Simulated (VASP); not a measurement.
Crystal: HgTe.

```
CELL_PARAMETERS angstrom
0.00000 3.20106 3.20106
3.20106 0.00000 3.20106
3.20106 3.20106 0.00000
ATOMIC_POSITIONS crystal
Hg 0.00000 0.00000 0.00000
Te 0.50000 0.50000 0.50000
```

Base run:

| Property | Result |
| --- | --- |
| Program | VASP 6.6.1 |
| Functional | PBE |
| Potentials or basis | VASP PAW PBE potentials, release 64 (Hg, Te) |
| Cutoff | 520 eV |
| k mesh | 7 × 7 × 7 |
| Occupations | fermi-dirac, width 0.05 eV |
| Spin | no spin polarisation |

Its results: band gap on the k mesh zero (band 9 reaches 3.05 eV, above the bottom of band 10 at 1.21 eV); pressure -4.1 GPa.

Problem. The run is repeated on the same cell with these changes: functional from PBE to r2SCAN. What comes out?

Solution. Band gap on the k mesh zero (band 9 reaches 2.82 eV, above the bottom of band 10 at 0.93 eV); pressure -5.3 GPa.

Caveats: spin-orbit coupling is left out, which moves the levels of the heavy elements; the PAW data sets were made with another functional, which shifts forces and pressure a little (some runs).
